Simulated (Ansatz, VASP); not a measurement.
# Two plane-wave programs on Mg5Te

```xyz
6
Lattice="5.0265 -3.3742 -0.2277 5.0265 3.3742 -0.2277 -5.3952 0.0000 5.2654" Properties=species:S:1:pos:R:3 pbc="T T T"
Mg    5.0265    0.0000   -0.2277
Mg    2.5132   -1.6871   -0.1139
Mg    2.5132    1.6871   -0.1139
Mg   -0.1844    1.6871    2.5188
Mg   -0.1844   -1.6871    2.5188
Te    2.3289    0.0000    2.4050
```

Alike in both runs: functional PBE; k mesh 4 × 4 × 4; occupations gaussian, width 0.1 eV; no spin polarisation.

Ansatz relaxed the structure, and its values are those at the end. VASP's run is a single point on that final structure, the one shown.

```csv
,VASP,Ansatz
version,VASP 6.6.1,Ansatz 0.2.0
potentials or method,"VASP PAW PBE potentials, release 64 (Mg, Te), cutoff 520 eV","scalar-relativistic, plane waves, PAW"
valence electrons in the cell,16,66
```

|  | VASP | Ansatz | Ansatz less VASP |
| --- | --- | --- | --- |
| gap on the k mesh at the Fermi level (eV) | none | none | - |
| pressure (GPa) | -0.2 | -0.2 | +0.06 |

A gap of «none» marks a metal or a gap that the smearing closes. The functional is the same, so the differences come from potentials, cutoffs and numerics. VASP's potentials hold 16 valence electrons a cell and Ansatz's 66, so a difference there can come from the potentials and not from the codes.

Spin-orbit coupling is off throughout.
